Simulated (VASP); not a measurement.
# InP in VASP: further runs

InP is run at these levels: r2SCAN; tasks: single point.

Everything below comes from runs of VASP 6.6.1. Logs are shortened: lines on timing, memory, paths and dates and some standing lists are left out, and cuts for length are marked.

### 1 The cell of the first run

Symmetry: F-43m, No. 216, cubic system. Conventional cell: a = 5.861 Å, b = 5.861 Å, c = 5.861 Å, α = 90.00°, β = 90.00°, γ = 90.00°. Within 3.3 Å of In (site symmetry -43m) lie 4 P at 2.54 Å. P (site symmetry -43m) has 4 In at 2.54 Å within 3.3 Å.

### 2 Single point, r2SCAN

Input file POSCAR:

```
InP
1.0
    0.0000000000      2.9305000000      2.9305000000
    2.9305000000      0.0000000000      2.9305000000
    2.9305000000      2.9305000000      0.0000000000
In P
1 1
Direct
    0.0000000000      0.0000000000      0.0000000000
    0.7500000000      0.7500000000      0.7500000000
```

Input file INCAR.step1:

```
  PREC = Accurate
  ENCUT = 550
  ISMEAR = 0
  SIGMA = 0.01
  LREAL = F
  LASPH = T
  NELM = 120
  NBANDS = 16
  GGA = PE
  ALGO = Normal
  EDIFF = 1E-5
  LWAVE = T
  LCHARG = F
  GGA_COMPAT = F
```

Input file INCAR.step2:

```
  PREC = Accurate
  ENCUT = 550
  EDIFF = 1E-6
  ISMEAR = 0
  SIGMA = 0.01
  LREAL = F
  LASPH = T
  NELM = 120
  ALGO = Normal
  ISIF = 2
  LWAVE = F
  LCHARG = T
  METAGGA = R2SCAN
  LMIXTAU = T
  LELF = T
  LVHAR = T
  NBANDS = 16
  ISTART = 1
  GGA_COMPAT = F
```

Input file KPOINTS:

```
Automatic mesh
0
Gamma
  6 6 6
```

Potentials or basis: VASP PAW PBE potentials, release 64 (In_d, P).

On the command line:

```console
$ cat potpaw_PBE.64/In_d/POTCAR potpaw_PBE.64/P/POTCAR > POTCAR
$ cp INCAR.step1 INCAR
$ mpirun -np 1 vasp_std > vasp.out
$ cp INCAR.step2 INCAR
$ mpirun -np 1 vasp_std > vasp.out
```

OUTCAR:

```text
PREC = Accurate
   ENCUT = 550
   EDIFF = 1E-6
   ISMEAR = 0
   LREAL = F
   LASPH = T
   NELM = 120
   ISIF = 2
   METAGGA = R2SCAN
   ISTART = 1

 ion  position               nearest neighbor table
   1  0.000  0.000  0.000-   2 2.54   2 2.54   2 2.54   2 2.54
   2  0.750  0.750  0.750-   1 2.54   1 2.54   1 2.54   1 2.54

  LATTYP: Found a face centered cubic cell.
 ALAT       =     5.8610000000

  Lattice vectors:

 A1 = (   0.0000000000,   2.9305000000,   2.9305000000)
 A2 = (   2.9305000000,   0.0000000000,   2.9305000000)
 A3 = (   2.9305000000,   2.9305000000,   0.0000000000)

Analysis of symmetry for initial positions (statically):
=====================================================================
 Subroutine PRICEL returns:
 Original cell was already a primitive cell.

 Routine SETGRP: Setting up the symmetry group for a
 face centered cubic supercell.

 Subroutine GETGRP returns: Found 24 space group operations
 (whereof 24 operations were pure point group operations)
 out of a pool of 48 trial point group operations.

The static configuration has the point symmetry T_d .

Analysis of symmetry for dynamics (positions and initial velocities):
=====================================================================
 Subroutine PRICEL returns:
 Original cell was already a primitive cell.

 Routine SETGRP: Setting up the symmetry group for a
 face centered cubic supercell.

 Subroutine GETGRP returns: Found 24 space group operations
 (whereof 24 operations were pure point group operations)
 out of a pool of 48 trial point group operations.

The dynamic configuration has the point symmetry T_d .

 Subroutine INISYM returns: Found 24 space group operations
 (whereof 24 operations are pure point group operations),
 and found     1 'primitive' translations

----------------------------------------------------------------------------------------

                                     Primitive cell

  volume of cell :      50.3333

  direct lattice vectors                    reciprocal lattice vectors
     0.000000000  2.930500000  2.930500000    -0.170619348  0.170619348  0.170619348
     2.930500000  0.000000000  2.930500000     0.170619348 -0.170619348  0.170619348
     2.930500000  2.930500000  0.000000000     0.170619348  0.170619348 -0.170619348
[... 70 lines left out ...]
   LNONCOLLINEAR =      F non collinear calculations
   LSORBIT =      F    spin-orbit coupling
   LASPH  =      T    aspherical Exc in radial PAW
   ENCUT  =  550.0 eV  40.42 Ry    6.36 a.u.   7.92  7.92  7.92*2*pi/ulx,y,z
   NELM   =    120;   NELMIN=  2; NELMDL=  0     # of ELM steps
   EDIFF  = 0.1E-05   stopping-criterion for ELM
   LREAL  =      F    real-space projection
   EDIFFG = 0.1E-04   stopping-criterion for IOM
   NSW    =      0    number of steps for IOM
   IBRION =     -1    ionic relax: 0-MD 1-quasi-New 2-CG
   NFREE  =      0    steps in history (QN), initial steepest desc. (CG)
   ISIF   =      2    stress and relaxation
   ISYM   =      2    0-nonsym 1-usesym 2-fastsym
   POTIM  = 0.5000    time-step for ionic-motion
   TEBEG  =    0.0;   TEEND  =   0.0 temperature during run
   PSTRESS=    0.0 pullay stress
   NELECT =      18.0000    total number of electrons
   NUPDOWN=      -1.0000    fix difference up-down
   EMIN   =  10.00;   EMAX   =-10.00  energy-range for DOS
   EFERMI =   0.00;   METHOD = LEGACY
   ISMEAR =     0;   SIGMA  =   0.01  broadening in eV -4-tet -1-fermi 0-gaus
   EFERMI_NEDOS =   21; number of points for ismear=-14 and -15
   IALGO  =     38    algorithm
   IMIX   =      4    mixing-type and parameters
     AMIX     =   0.40;   BMIX     =  1.00
     AMIX_MAG =   1.60;   BMIX_MAG =  1.00
  volume/ion in A,a.u.               =      25.17       169.83
  Fermi-wavevector in a.u.,A,eV,Ry     =   1.162021  2.195901 18.371846  1.350293
  Thomas-Fermi vector in A             =   2.298587
   LORBIT       =      0    0 simple, 1 ext, 2 COOP (PROOUT), +10 PAW based schemes
   METAGGA = R2SCAN    functional components
   LHFCALC =     F    Hartree Fock is set to
   AEXX    =    0.0000 exact exchange contribution
   IVDW    =     0    specifies the selected vdW correction
   LEPSILON=     F    determine dielectric tensor
   LRPA    =     F    only Hartree local field effects (RPA)
 non-spin polarized calculation
 Gauss-broadening in eV      SIGMA  =   0.01
  energy-cutoff  :      550.00
  volume of cell :       50.33
 maximum number of plane-waves:      1488
   NGX = 15   NGY = 15   NGZ = 15

 number of electron      18.0000005 magnetization

 Free energy of the ion-electron system (eV)
  ---------------------------------------------------
  ext. energy  EPLUGINS =         0.00000000
  ---------------------------------------------------
  free energy    TOTEN  =       -32.28303607 eV

  energy without entropy =      -32.28303607  energy(sigma->0) =      -32.28303607

 E-fermi :   5.0712     XC(G=0):  -9.8800

 val. band max:        5.0168492481   @ k =   0.0000   0.0000   0.0000
 cond. band min:       6.1849251746   @ k =   0.0000   0.0000   0.0000
 fundamental gap:      1.1680759265
 Fermi energy:         5.0712039932

 k-point     1 :       0.0000    0.0000    0.0000
  band No.  band energies     occupation
      1      -9.6443      2.00000
      2      -9.6443      2.00000
      3      -9.6443      2.00000
      4      -9.4652      2.00000
      5      -9.4652      2.00000
      6      -6.9836      2.00000
[... 281 lines left out ...]
      3      -9.5371      2.00000
      4      -9.4971      2.00000
      5      -9.4415      2.00000
      6      -4.4364      2.00000
[... 8 lines left out ...]
     15      16.8970      0.00000
     16      17.6762      0.00000

------------------------ aborting loop because EDIFF is reached ----------------------------------------

  FORCE on cell =-STRESS in cart. coord.  units (eV):
  Direction    XX          YY          ZZ          XY          YZ          ZX
  --------------------------------------------------------------------------------------
  -------------------------------------------------------------------------------------
  Total        0.4995167      0.4995167      0.4995167      0.0000000      0.0000000     -0.0000000
  in kB       15.9003025     15.9003025     15.9003025      0.0000000      0.0000000     -0.0000000
  external PRESSURE =      15.9003025 kB  Pullay stress =       0.0000000 kB

 VOLUME and BASIS-vectors are now :
 -----------------------------------------------------------------------------
  energy-cutoff  :      550.00
  volume of cell :       50.33
      direct lattice vectors                 reciprocal lattice vectors
     0.000000000  2.930500000  2.930500000    -0.170619348  0.170619348  0.170619348
     2.930500000  0.000000000  2.930500000     0.170619348 -0.170619348  0.170619348
     2.930500000  2.930500000  0.000000000     0.170619348  0.170619348 -0.170619348

 POSITION                                       TOTAL-FORCE (eV/Angst)
 -----------------------------------------------------------------------------------
      0.00000      0.00000      0.00000         0.000000      0.000000      0.000000
      4.39575      4.39575      4.39575        -0.000000     -0.000000     -0.000000
 -----------------------------------------------------------------------------------
    total drift:                                0.000000      0.000000     -0.000000

  FREE ENERGIE OF THE ION-ELECTRON SYSTEM (eV)
  ---------------------------------------------------
  free  energy   TOTEN  =       -32.2830360651 eV

  energy  without entropy=      -32.2830360651  energy(sigma->0) =      -32.28303607
```

OUTCAR.step1:

```text
PREC = Accurate
   ENCUT = 550
   ISMEAR = 0
   LREAL = F
   LASPH = T
[... 513 lines left out ...]
 -----------------------------------------------------------------------------------
      0.00000      0.00000      0.00000        -0.000000     -0.000000     -0.000000
      4.39575      4.39575      4.39575         0.000000      0.000000      0.000000
 -----------------------------------------------------------------------------------
    total drift:                                0.000000      0.000000     -0.000000

  FREE ENERGIE OF THE ION-ELECTRON SYSTEM (eV)
  ---------------------------------------------------
  free  energy   TOTEN  =        -8.3699981534 eV

  energy  without entropy=       -8.3699981534  energy(sigma->0) =       -8.36999815
```

Wall time 32 s (1 thread of AMD EPYC 9R45 (Zen 5), shared host); peak memory 0.16 GiB.

What came out:

- Free energy: -32.2830 eV
- Pressure: 1.6 GPa
- Band gap on the k mesh: 1.17 eV

Caveat: the PAW data sets were made with another functional, which shifts forces and pressure a little; spin-orbit coupling is left out, which moves the levels of the heavy elements.

### 3 Single point, r2SCAN

This run uses another cell than the first one, of 25.71 Å³/atom.

Input file POSCAR:

```
InP
1.0
    0.0000000000      2.9617002776      2.9305000000
    2.9617002776      0.0000000000      2.9305000000
    2.9617002776      2.9617002776      0.0000000000
In P
1 1
Direct
    0.0000000000      0.0000000000      0.0000000000
    0.7500000000      0.7500000000      0.7500000000
```

Input file INCAR.step1:

```
SYSTEM = InP
PREC     = Accurate       ! precision mode
ENCUT    = 550            ! plane-wave cutoff, eV
ISMEAR   = 0              ! smearing method
SIGMA    = 0.01           ! smearing width, eV
LREAL    = .FALSE.        ! projectors in reciprocal space
LASPH    = .TRUE.         ! aspherical terms in the spheres
NELM     = 120            ! most SCF steps
NBANDS   = 16             ! bands
GGA      = PE             ! functional
ALGO     = Normal         ! electronic algorithm
EDIFF    = 1E-5           ! SCF threshold, eV
LWAVE    = .TRUE.         ! write WAVECAR
LCHARG   = .FALSE.        ! write CHGCAR
GGA_COMPAT= .FALSE.
```

Input file INCAR.step2:

```
SYSTEM = InP
PREC     = Accurate       ! precision mode
ENCUT    = 550            ! plane-wave cutoff, eV
EDIFF    = 1E-6           ! SCF threshold, eV
ISMEAR   = 0              ! smearing method
SIGMA    = 0.01           ! smearing width, eV
LREAL    = .FALSE.        ! projectors in reciprocal space
LASPH    = .TRUE.         ! aspherical terms in the spheres
NELM     = 120            ! most SCF steps
ALGO     = Normal         ! electronic algorithm
ISIF     = 2              ! what is computed and relaxed
LWAVE    = .FALSE.        ! write WAVECAR
LCHARG   = .FALSE.        ! write CHGCAR
METAGGA  = R2SCAN         ! meta-GGA
LMIXTAU  = .TRUE.       
NBANDS   = 16             ! bands
ISTART   = 1            
GGA_COMPAT= .FALSE.
```

Input file KPOINTS:

```
regular mesh
0
G
  6 6 6
  0 0 0
```

Potentials or basis: VASP PAW PBE potentials, release 64 (In_d, P).

On the command line:

```console
$ cat potpaw_PBE.64/In_d/POTCAR potpaw_PBE.64/P/POTCAR > POTCAR
$ cp INCAR.step1 INCAR
$ mpirun -np 1 vasp_std > vasp.out
$ cp INCAR.step2 INCAR
$ mpirun -np 1 vasp_std > vasp.out
```

It took 48 s on 1 thread of AMD EPYC 9R45 (Zen 5), shared host; peak memory 0.16 GiB.

It converged, with:

```yaml
Free_energy: -32.2882 eV
Pressure: 0.0 GPa
Band_gap_on_the_k_mesh: 1.01 eV
```

Stress tensor (GPa, compression positive):
```
-0.13  0.00  0.00
 0.00 -0.13  0.00
 0.00  0.00  0.34
```

Levels at points of the mesh, in eV from the valence-band top:
```tsv
k point	band 7	band 8	band 9	band 10	band 11	band 12
(0.00, 0.00, 0.00)	-0.05	-0.05	0.00	1.01	4.39	4.41
(0.50, 0.00, 0.00)	-5.80	-1.05	-0.98	1.77	5.08	5.16
(0.50, 0.50, 0.00)	-5.77	-2.41	-2.41	1.96	2.44	9.78
(0.50, 0.00, 0.50)	-5.84	-2.35	-2.35	2.02	2.54	9.67
```

Caveat: the PAW data sets were made with another functional, which shifts forces and pressure a little; spin-orbit coupling is left out, which moves the levels of the heavy elements. r2SCAN opens gaps a little over a GGA but as a rule still falls short of measured ones.
